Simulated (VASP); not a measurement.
Crystal: SnGe2.

```
Sn Ge
1.0
     3.55293    0.00000    0.00000
    -1.77646    3.07693    0.00000
     0.00000    0.00000   12.88326
Sn Ge
2 4
Cartesian
  0.0000 2.0513 0.0000
  1.7765 1.0256 6.4416
  1.7765 1.0256 2.2438
  0.0000 0.0000 4.1979
  0.0000 2.0513 8.6854
  0.0000 0.0000 10.6395
```

The cell was built from a structure type or drawn by symmetry, and may not be a known phase.

```yaml
Program: VASP 6.6.1
Task: relaxation of cell and atoms
Functional: PBE
Potentials_or_basis: VASP PAW PBE potentials, release 64 (Sn_d, Ge_d)
Cutoff: 600 eV
k_mesh: 6 × 6 × 2
Occupations: gaussian, width 0.1 eV
Spin: no spin polarisation
```

At the start: pressure -1.2 GPa; volume 23.47 Å³/atom.

Where does the relaxation end?

Over 28 steps the energy falls by 156.0 meV/atom and the volume is 23.54 Å³/atom (+0.3 %); space group P6_3mc (No. 186, to 0.1 Å) before and after.

Step by step:
```csv
step,energy change (eV),largest force (eV/Å),pressure (GPa),volume (Å³)
1,0.0000,0.4354,-1.16,140.84
2,-0.0781,0.3810,-0.06,137.39
3,-0.1892,0.4131,5.07,127.22
4,-0.2022,0.4025,5.23,126.93
5,-0.2330,0.3280,5.91,126.07
6,-0.2684,0.1921,7.40,124.32
7,-0.3192,0.1861,6.92,125.09
8,-0.4435,0.1769,5.55,127.39
9,-0.5771,0.3063,3.28,132.02
10,-0.7010,0.2379,-0.47,141.32
11,-0.5741,0.2900,-4.80,160.05
12,-0.7173,0.2547,-1.86,145.77
13,-0.7186,0.2588,-1.41,144.10
14,-0.7194,0.2584,-1.55,144.55
15,-0.7415,0.2361,-1.24,144.09
16,-0.7697,0.2440,-0.73,143.34
17,-0.8595,0.2849,0.26,141.74
18,-0.7418,0.8696,2.91,138.05
19,-0.8773,0.3306,0.82,140.95
20,-0.8804,0.3521,1.11,140.54
21,-0.8907,0.4140,0.64,141.91
22,-0.8941,0.3723,0.85,141.49
23,-0.9111,0.2517,0.02,143.12
24,-0.9147,0.1587,-0.88,145.00
25,-0.9154,0.1839,-0.70,144.49
26,-0.9244,0.1351,-0.59,143.70
27,-0.9362,0.0017,-0.03,141.34
28,-0.9362,0.0036,0.07,141.25
```

Final structure:
```
CELL_PARAMETERS angstrom
4.02839 0.00000 0.00000
-2.01419 3.48869 0.00000
0.00000 0.00000 10.05040
ATOMIC_POSITIONS crystal
Sn 0.33333 0.66667 0.99747
Sn 0.66667 0.33333 0.49747
Ge 0.66667 0.33333 0.18839
Ge 0.00000 0.00000 0.31413
Ge 0.33333 0.66667 0.68839
Ge 0.00000 0.00000 0.81413
```

Caveat: a cell axis changed by over 15 % at a fixed basis, so the end point is rough.
